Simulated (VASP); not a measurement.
A run of VASP 6.6.1:

Contents of INCAR:

```
SYSTEM = W
PREC     = Accurate       ! precision mode
ENCUT    = 520            ! plane-wave cutoff, eV
EDIFF    = 1E-6           ! SCF threshold, eV
ISMEAR   = -1             ! smearing method
SIGMA    = 0.05           ! smearing width, eV
LREAL    = .False.        ! projectors in reciprocal space
LASPH    = .True.         ! aspherical terms in the spheres
NELM     = 100            ! most SCF steps
ALGO     = Normal         ! electronic algorithm
ISIF     = 2              ! what is computed and relaxed
LWAVE    = .False.        ! write WAVECAR
LCHARG   = .False.        ! write CHGCAR
GGA      = PE             ! functional
NBANDS   = 13             ! bands
```

Contents of KPOINTS:

```
regular mesh
0
Gamma
  9 9 9
  0 0 0
```

POSCAR

```
W
1.0
    2.5403248505      0.0000000000      0.0000000000
    0.0000000000      2.5403248505      0.0000000000
    0.0000000000      0.0000000000      2.5403248505
W
1
Direct
    0.0000000000      0.0000000000      0.0000000000
```

Potentials or basis: VASP PAW PBE potentials, release 64 (W_sv).

Launch:

```bash
$ cat potpaw_PBE.64/W_sv/POTCAR > POTCAR
$ mpirun -np 1 vasp_std > vasp.out
```

Hardware: 1 thread of Intel Xeon 8259CL, with other jobs on the host.

Question: How long does it take, and how much memory?

Answer: It took 9.4 s on 1 thread of Intel Xeon 8259CL (shared host), peak memory 0.13 GiB. Counts: scf iterations 11, k points 35.
